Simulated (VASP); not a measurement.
# ReSb2 (P4/mmm) in VASP: a series of runs

The runs below take ReSb2 through single point, relaxation of cell and atoms, with PBE.

All numbers are computed with VASP 6.6.1; they aren't measurements. Logs are shortened: lines on timing, memory, paths and dates and some standing lists are left out, and cuts for length are marked.

## (1) The cell of the first run

Symmetry: P4/mmm, No. 123, tetragonal system. The conventional cell has a = 3.826 Å, b = 3.826 Å, c = 5.256 Å, α = 90.00°, β = 90.00°, γ = 90.00°. Within 3.5 Å of Re (site symmetry 4/mmm) lie 6 Sb at 2.63 to 2.71 Å. Within 3.5 Å of Sb (site symmetry 4/mmm) lie 2 Re at 2.63 Å. Within 3.6 Å of Sb (site symmetry 4/mmm) lie 4 Re at 2.71 Å.

## (2) Single point, PBE

INCAR

```
SYSTEM = ReSb2
PREC = Accurate
ENCUT = 520
EDIFF = 1E-6
ISMEAR = 0
SIGMA = 0.1
LREAL = .FALSE.
LASPH = .TRUE.
NELM = 100
ALGO = Normal
ISIF = 2
LWAVE = .FALSE.
LCHARG = .TRUE.
GGA = PE
LELF = .TRUE.
LVHAR = .TRUE.
NBANDS = 16
```

KPOINTS

```
Automatic mesh
0
G
  4 4 4
  0 0 0
```

POSCAR

```
ReSb2
1.0
    3.8256504901      0.0000000000      0.0000000000
    0.0000000000      3.8256504901      0.0000000000
    0.0000000000      0.0000000000      5.2559204282
Re Sb
1 2
Direct
    0.0000000000      0.0000000000      0.0000000000
    0.0000000000      0.0000000000      0.5000000000
    0.5000000000      0.5000000000      0.0000000000
```

Potentials or basis: VASP PAW PBE potentials, release 64 (Re, Sb).

Command:

```bash
$ cat potpaw_PBE.64/Re/POTCAR potpaw_PBE.64/Sb/POTCAR > POTCAR
$ mpirun -np 1 vasp_std > vasp.out
```

OUTCAR:

```text
SYSTEM = ReSb2
   PREC = Accurate
   ENCUT = 520
   EDIFF = 1E-6
   ISMEAR = 0
   LREAL = .FALSE.
   LASPH = .TRUE.
   NELM = 100
   ISIF = 2
   GGA = PE

 ion  position               nearest neighbor table
   1  0.000  0.000  0.000-   2 2.63   2 2.63   3 2.71   3 2.71   3 2.71   3 2.71
   2  0.000  0.000  0.500-   1 2.63   1 2.63   3 3.77   3 3.77   3 3.77   3 3.77   3 3.77   3 3.77
                             3 3.77   3 3.77
   3  0.500  0.500  0.000-   1 2.71   1 2.71   1 2.71   1 2.71   2 3.77   2 3.77   2 3.77   2 3.77
                             2 3.77   2 3.77   2 3.77   2 3.77

  LATTYP: Found a simple tetragonal cell.
 ALAT       =     3.8256504901
 C/A-ratio  =     1.3738632010

  Lattice vectors:

 A1 = (   3.8256504901,   0.0000000000,   0.0000000000)
 A2 = (   0.0000000000,   3.8256504901,   0.0000000000)
 A3 = (   0.0000000000,   0.0000000000,   5.2559204282)

Analysis of symmetry for initial positions (statically):
=====================================================================
 Subroutine PRICEL returns:
 Original cell was already a primitive cell.

 Routine SETGRP: Setting up the symmetry group for a
 simple tetragonal supercell.

 Subroutine GETGRP returns: Found 16 space group operations
 (whereof 16 operations were pure point group operations)
 out of a pool of 16 trial point group operations.

The static configuration has the point symmetry D_4h.

Analysis of symmetry for dynamics (positions and initial velocities):
=====================================================================
 Subroutine PRICEL returns:
 Original cell was already a primitive cell.

 Routine SETGRP: Setting up the symmetry group for a
 simple tetragonal supercell.

 Subroutine GETGRP returns: Found 16 space group operations
 (whereof 16 operations were pure point group operations)
 out of a pool of 16 trial point group operations.

The dynamic configuration has the point symmetry D_4h.

 Subroutine INISYM returns: Found 16 space group operations
 (whereof 16 operations are pure point group operations),
 and found     1 'primitive' translations

----------------------------------------------------------------------------------------

                                     Primitive cell

  volume of cell :      76.9236

  direct lattice vectors                    reciprocal lattice vectors
     3.825650490  0.000000000  0.000000000     0.261393455  0.000000000  0.000000000
     0.000000000  3.825650490  0.000000000     0.000000000  0.261393455  0.000000000
     0.000000000  0.000000000  5.255920428     0.000000000  0.000000000  0.190261632

  length of vectors
     3.825650490  3.825650490  5.255920428     0.261393455  0.261393455  0.190261632

  position of ions in fractional coordinates (direct lattice)
     0.000000000  0.000000000  0.000000000
     0.000000000  0.000000000  0.500000000
     0.500000000  0.500000000  0.000000000

  ion indices of the primitive-cell ions
   primitive index   ion index
                 1           1
                 2           2
                 3           3

----------------------------------------------------------------------------------------

 KPOINTS: Automatic mesh

Automatic generation of k-mesh.
 Grid dimensions read from file:
 generate k-points for:    4    4    4

 Generating k-lattice:

  Cartesian coordinates                     Fractional coordinates (reciprocal lattice)
     0.065348364  0.000000000  0.000000000     0.250000000  0.000000000  0.000000000
     0.000000000  0.065348364  0.000000000     0.000000000  0.250000000  0.000000000
     0.000000000  0.000000000  0.047565408     0.000000000  0.000000000  0.250000000

  Length of vectors
     0.065348364  0.065348364  0.047565408

  Shift w.r.t. Gamma in fractional coordinates (k-lattice)
     0.000000000  0.000000000  0.000000000

 Subroutine IBZKPT returns following result:
 ===========================================

 Found     18 irreducible k-points:

 Following reciprocal coordinates:
            Coordinates               Weight
  0.000000  0.000000  0.000000      1.000000
  0.250000  0.000000  0.000000      4.000000
  0.500000  0.000000  0.000000      2.000000
  0.250000  0.250000  0.000000      4.000000
  0.500000  0.250000  0.000000      4.000000
  0.500000  0.500000  0.000000      1.000000
[... 10 lines left out ...]
  0.500000  0.250000  0.500000      4.000000
  0.500000  0.500000  0.500000      1.000000
   k-points           NKPTS =     18   k-points in BZ     NKDIM =     18   number of bands    NBANDS=     16
   number of dos      NEDOS =    301   number of ions     NIONS =      3
   total plane-waves  NPLWV =  31360
   dimension x,y,z NGX =    28 NGY =   28 NGZ =   40
   dimension x,y,z NGXF=    56 NGYF=   56 NGZF=   80
   ions per type =               1   2
   NGX,Y,Z   is equivalent  to a cutoff of  12.17, 12.17, 12.65 a.u.
   NGXF,Y,Z  is equivalent  to a cutoff of  24.34, 24.34, 25.30 a.u.
 SYSTEM =  ReSb2
   PREC   = accura    normal or accurate (medium, high low for compatibility)
   ISTART =      0    job   : 0-new  1-cont  2-samecut
   ICHARG =      2    charge: 1-file 2-atom 10-const
   ISPIN  =      1    spin polarized calculation?
   LNONCOLLINEAR =      F non collinear calculations
   LSORBIT =      F    spin-orbit coupling
   LASPH  =      T    aspherical Exc in radial PAW
   ENCUT  =  520.0 eV  38.22 Ry    6.18 a.u.   7.11  7.11  9.77*2*pi/ulx,y,z
   NELM   =    100;   NELMIN=  2; NELMDL= -5     # of ELM steps
   EDIFF  = 0.1E-05   stopping-criterion for ELM
   LREAL  =      F    real-space projection
   EDIFFG = 0.1E-04   stopping-criterion for IOM
   NSW    =      0    number of steps for IOM
   IBRION =     -1    ionic relax: 0-MD 1-quasi-New 2-CG
   NFREE  =      0    steps in history (QN), initial steepest desc. (CG)
   ISIF   =      2    stress and relaxation
   ISYM   =      2    0-nonsym 1-usesym 2-fastsym
   POTIM  = 0.5000    time-step for ionic-motion
   TEBEG  =    0.0;   TEEND  =   0.0 temperature during run
   PSTRESS=    0.0 pullay stress
   NELECT =      17.0000    total number of electrons
   NUPDOWN=      -1.0000    fix difference up-down
   EMIN   =  10.00;   EMAX   =-10.00  energy-range for DOS
   EFERMI =   0.00;   METHOD = LEGACY
   ISMEAR =     0;   SIGMA  =   0.10  broadening in eV -4-tet -1-fermi 0-gaus
   EFERMI_NEDOS =   21; number of points for ismear=-14 and -15
   IALGO  =     38    algorithm
   IMIX   =      4    mixing-type and parameters
     AMIX     =   0.40;   BMIX     =  1.00
     AMIX_MAG =   1.60;   BMIX_MAG =  1.00
  volume/ion in A,a.u.               =      25.64       173.04
  Fermi-wavevector in a.u.,A,eV,Ry     =   0.989779  1.870410 13.329104  0.979661
  Thomas-Fermi vector in A             =   2.121402
   LORBIT       =      0    0 simple, 1 ext, 2 COOP (PROOUT), +10 PAW based schemes
   GGA     = PE    functional components
   LHFCALC =     F    Hartree Fock is set to
   AEXX    =    0.0000 exact exchange contribution
   IVDW    =     0    specifies the selected vdW correction
   LEPSILON=     F    determine dielectric tensor
   LRPA    =     F    only Hartree local field effects (RPA)
 non-spin polarized calculation
 Gauss-broadening in eV      SIGMA  =   0.10
  energy-cutoff  :      520.00
  volume of cell :       76.92
 maximum number of plane-waves:      2090
   NGX = 15   NGY = 15   NGZ = 19

 number of electron      17.0000000 magnetization

 Free energy of the ion-electron system (eV)
  ---------------------------------------------------
  ext. energy  EPLUGINS =         0.00000000
  ---------------------------------------------------
  free energy    TOTEN  =       -18.37232022 eV

  energy without entropy =      -18.35200987  energy(sigma->0) =      -18.36216505

 E-fermi :   6.9443     XC(G=0): -10.2907

 val. band max:        6.9112091337   @ k =   0.5000   0.2500   0.5000
 cond. band min:       7.0906856163   @ k =   0.2500   0.2500   0.2500
 fundamental gap:      0.1794764825
 Fermi energy:         6.9443484876

 k-point     1 :       0.0000    0.0000    0.0000
  band No.  band energies     occupation
      1      -5.0210      2.00000
      2      -2.1972      2.00000
      3       2.8049      2.00000
      4       4.4055      2.00000
      5       5.9414      2.00000
      6       5.9414      2.00000
[... 8 lines left out ...]
     15      13.0519      0.00000
     16      14.2497      0.00000

 k-point     2 :       0.2500    0.0000    0.0000
  band No.  band energies     occupation
      1      -4.3836      2.00000
      2      -2.0602      2.00000
      3       2.7370      2.00000
      4       3.0789      2.00000
      5       4.0252      2.00000
      6       5.5093      2.00000
[... 8 lines left out ...]
     15      14.8182      0.00000
     16      14.9296      0.00000

 k-point     3 :       0.5000    0.0000    0.0000
  band No.  band energies     occupation
      1      -2.9938      2.00000
      2      -2.6500      2.00000
      3       1.4129      2.00000
      4       3.2611      2.00000
      5       3.4501      2.00000
      6       4.5664      2.00000
[... 8 lines left out ...]
     15      13.9945      0.00000
     16      15.0703      0.00000

 k-point     4 :       0.2500    0.2500    0.0000
  band No.  band energies     occupation
      1      -3.8420      2.00000
      2      -2.0137      2.00000
      3       2.5795      2.00000
      4       3.2048      2.00000
      5       3.4403      2.00000
      6       5.4299      2.00000
[... 8 lines left out ...]
     15      14.7049      0.00000
     16      14.9190      0.00000
[... 210 lines left out ...]
 k-point    16 :       0.2500    0.2500    0.5000
  band No.  band energies     occupation
      1      -3.1499      2.00000
      2      -2.2807      2.00000
      3       1.7053      2.00000
      4       3.1508      2.00000
      5       3.1831      2.00000
      6       3.6784      2.00000
[... 8 lines left out ...]
     15      13.7117      0.00000
     16      15.5977      0.00000

 k-point    17 :       0.5000    0.2500    0.5000
  band No.  band energies     occupation
      1      -2.5297      2.00000
      2      -1.7485      2.00000
      3       1.1386      2.00000
      4       2.2236      2.00000
      5       3.1355      2.00000
      6       3.3994      2.00000
[... 8 lines left out ...]
     15      14.2371      0.00000
     16      14.4037      0.00000

 k-point    18 :       0.5000    0.5000    0.5000
  band No.  band energies     occupation
      1      -2.5852      2.00000
      2      -1.2903      2.00000
      3       2.3720      2.00000
      4       3.1832      2.00000
      5       3.1832      2.00000
      6       3.5289      2.00000
[... 8 lines left out ...]
     15      15.2670      0.00000
     16      15.2670      0.00000

------------------------ aborting loop because EDIFF is reached ----------------------------------------

  FORCE on cell =-STRESS in cart. coord.  units (eV):
  Direction    XX          YY          ZZ          XY          YZ          ZX
  --------------------------------------------------------------------------------------
  -------------------------------------------------------------------------------------
  Total       -0.0832310     -0.0832310     -0.2072617      0.0000000     -0.0000000      0.0000000
  in kB       -1.7335494     -1.7335494     -4.3168837      0.0000000     -0.0000000      0.0000000
  external PRESSURE =      -2.5946608 kB  Pullay stress =       0.0000000 kB

 VOLUME and BASIS-vectors are now :
 -----------------------------------------------------------------------------
  energy-cutoff  :      520.00
  volume of cell :       76.92
      direct lattice vectors                 reciprocal lattice vectors
     3.825650490  0.000000000  0.000000000     0.261393455  0.000000000  0.000000000
     0.000000000  3.825650490  0.000000000     0.000000000  0.261393455  0.000000000
     0.000000000  0.000000000  5.255920428     0.000000000  0.000000000  0.190261632

 POSITION                                       TOTAL-FORCE (eV/Angst)
 -----------------------------------------------------------------------------------
      0.00000      0.00000      0.00000         0.000000      0.000000      0.000000
      0.00000      0.00000      2.62796         0.000000      0.000000      0.000000
      1.91283      1.91283      0.00000         0.000000      0.000000      0.000000
 -----------------------------------------------------------------------------------
    total drift:                               -0.000000     -0.000000     -0.000000

  FREE ENERGIE OF THE ION-ELECTRON SYSTEM (eV)
  ---------------------------------------------------
  free  energy   TOTEN  =       -18.3723202165 eV

  energy  without entropy=      -18.3520098745  energy(sigma->0) =      -18.36216505
```

It used 43 s of CPU time on 1 thread of AMD EPYC 7R13 Processor (Zen 3), with other jobs on the host.

What came out:

- Free energy: -18.3723 eV
- Pressure: -0.3 GPa

Stress tensor (GPa, compression positive):
```
-0.17  0.00  0.00
 0.00 -0.17  0.00
 0.00  0.00 -0.43
```

Levels at points of the mesh, in eV from the Fermi level:
```csv
k point,band 7,band 8,band 9,band 10,band 11,band 12
"(0.00, 0.00, 0.00)",-1.00,-0.89,-0.89,0.50,2.24,2.32
"(0.50, 0.00, 0.00)",-1.92,-0.90,-0.23,1.19,1.34,2.08
"(0.50, 0.50, 0.00)",-0.94,-0.42,-0.40,-0.40,-0.26,0.24
"(0.00, 0.00, 0.50)",-1.00,-0.85,-0.07,-0.07,2.72,2.72
"(0.50, 0.00, 0.50)",-1.64,-0.21,0.26,2.27,3.28,4.91
"(0.50, 0.50, 0.50)",-3.42,-1.42,-0.21,0.24,0.79,0.79
```

Caveat: the k points lie up to 0.41 Å⁻¹ apart; spin-orbit coupling is left out, which moves the levels of the heavy elements.

## (3) Single point, PBE

This run uses another cell than the first one, of 32.75 Å³/atom, 1.277 times its volume.

INCAR

```
SYSTEM = ReSb2
PREC = Accurate ; ENCUT = 520
EDIFF = 1E-6 ; ISMEAR = 0
SIGMA = 0.1 ; LREAL = .FALSE.
LASPH = .TRUE. ; NELM = 80
ALGO = Normal ; ISIF = 2
LWAVE = .FALSE. ; LCHARG = .FALSE.
GGA = PE ; NBANDS = 16
```

KPOINTS is that of step 2.

POSCAR

```
ReSb2
1.0
    4.1111188300      0.0000000000      0.0000000000
    0.0000000000      4.1111188300      0.0000000000
    0.0000000000      0.0000000000      5.8140000000
Re Sb
1 2
Direct
    0.0000000000      0.0000000000      0.0000000000
    0.0000000000      0.0000000000      0.5000000000
    0.5000000000      0.5000000000      0.0000000000
```

Potentials or basis: VASP PAW PBE potentials, release 64 (Re, Sb).

Command:

```bash
$ cat potpaw_PBE.64/Re/POTCAR potpaw_PBE.64/Sb/POTCAR > POTCAR
$ mpirun -np 1 vasp_std > vasp.out
```

It used 49 s of CPU time on 1 thread of AMD EPYC 7R13 Processor (Zen 3) (shared host).

Results (log left out):

| Property | Result |
| --- | --- |
| Free energy | -17.1076 eV |
| Pressure | -14.2 GPa |

Stress tensor (GPa, compression positive):
```
-12.39   0.00   0.00
  0.00 -12.39   0.00
  0.00   0.00 -17.69
```

Levels at points of the mesh, in eV from the Fermi level:
| k point | band 5 | band 6 | band 7 | band 8 | band 9 | band 10 | band 11 | band 12 | band 13 | band 14 |
| --- | --- | --- | --- | --- | --- | --- | --- | --- | --- | --- |
| (0.00, 0.00, 0.00) | -0.78 | -0.63 | -0.63 | -0.61 | -0.61 | 0.06 | 1.54 | 1.64 | 1.64 | 1.88 |
| (0.50, 0.00, 0.00) | -2.49 | -1.84 | -1.58 | -0.56 | -0.15 | 0.33 | 1.11 | 1.61 | 4.90 | 4.95 |
| (0.50, 0.50, 0.00) | -1.26 | -1.26 | -0.92 | -0.38 | -0.38 | -0.34 | -0.16 | 0.18 | 0.73 | 1.02 |
| (0.00, 0.00, 0.50) | -1.20 | -1.20 | -0.89 | -0.78 | -0.11 | -0.11 | 1.61 | 1.89 | 1.89 | 5.32 |
| (0.50, 0.00, 0.50) | -3.00 | -2.86 | -1.03 | -0.13 | 0.16 | 1.75 | 2.23 | 4.37 | 4.69 | 5.01 |
| (0.50, 0.50, 0.50) | -2.70 | -2.58 | -2.58 | -0.71 | -0.33 | 0.18 | 0.51 | 0.51 | 1.08 | 6.41 |

Caveat: the k points lie up to 0.38 Å⁻¹ apart; spin-orbit coupling is left out, which moves the levels of the heavy elements.

(Continued in part 2 of 2.)
